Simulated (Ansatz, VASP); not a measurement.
InSe in VASP and in Ansatz

INCAR

```
ALGO = Normal
EDIFF = 1E-6
ENCUT = 520
GGA = PS
ISIF = 2
ISMEAR = 0
LASPH = True
LCHARG = True
LELF = True
LREAL = False
LVHAR = True
LWAVE = False
NBANDS = 48
NELM = 80
PREC = Accurate
SIGMA = 0.05
```

The input KPOINTS:

```
k-points
0
Gamma
  6 7 3
```

File POSCAR:

```
InSe
1.0
    1.6051187225      0.0000000000     -4.2720903381
    0.0000000000      4.1105485099      0.0000000000
   10.9472935517      0.0000000000      2.1254553892
In Se
4 4
Direct
    0.6638474018      0.0000000000      0.3858026583
   -0.0861525981      0.5000000000      0.8858026583
   -0.1638474018      0.0000000000      0.6141973417
    0.5861525982      0.5000000000      0.1141973417
   -0.0601261604      0.0000000000      0.1547212196
    0.1898738396      0.5000000000      0.6547212196
    0.5601261604      0.0000000000      0.8452787804
    0.3101261604      0.5000000000      0.3452787804
```

Input for Ansatz:

```yaml
crystal:
  lattice:
    - [1.6051187225, 0.0, -4.2720903381]
    - [0.0, 4.1105485099, 0.0]
    - [10.9472935517, 0.0, 2.1254553892]
  atoms:
    - { symbol: In, position: [0.6638474018, 0.0, 0.3858026583] }
    - { symbol: In, position: [-0.0861525981, 0.5, 0.8858026583] }
    - { symbol: In, position: [-0.1638474018, 0.0, 0.6141973417] }
    - { symbol: In, position: [0.5861525982, 0.5, 0.1141973417] }
    - { symbol: Se, position: [-0.0601261604, 0.0, 0.1547212196] }
    - { symbol: Se, position: [0.1898738396, 0.5, 0.6547212196] }
    - { symbol: Se, position: [0.5601261604, 0.0, 0.8452787804] }
    - { symbol: Se, position: [0.3101261604, 0.5, 0.3452787804] }
basis:
  ecutwfc: 420
kpoints:
  mp_grid: { grid: [6, 7, 3] }
hamiltonian:
  xc: pbesol
scf:
  occupations: { method: gaussian, width: 0.05 }
output:
  forces: true
  stress: true
  eigenvalues: true
```

Alike in both runs: task single point; functional PBEsol; k mesh 6 × 7 × 3; occupations gaussian, width 0.05 eV; no spin polarisation.

```csv
,VASP,Ansatz
version,VASP 6.6.1,Ansatz 0.2.0
potentials or method,"VASP PAW PBE potentials, release 64 (In_d, Se), cutoff 520 eV","scalar-relativistic, plane waves, PAW"
valence electrons in the cell,76,116
```

|  | VASP | Ansatz | Ansatz less VASP |
| --- | --- | --- | --- |
| gap on the k mesh at the Fermi level (eV) | none | none | - |
| pressure (GPa) | 1.5 | 1.5 | -0.05 |
| traceless stress, the component that is largest in VASP (GPa) | -2.21 | -2.21 | -0.002 |
| rms of the force components (eV/Å) | 0.280 | 0.281 | +0.0003 |

VASP's potentials were made for PBE, not for PBEsol. Atom by atom the forces differ by 0.010 eV/Å (rms over components). A gap of «none» marks a metal or a gap that the smearing closes. VASP's potentials hold 76 valence electrons a cell and Ansatz's 116, so a difference there can come from the potentials and not from the codes.
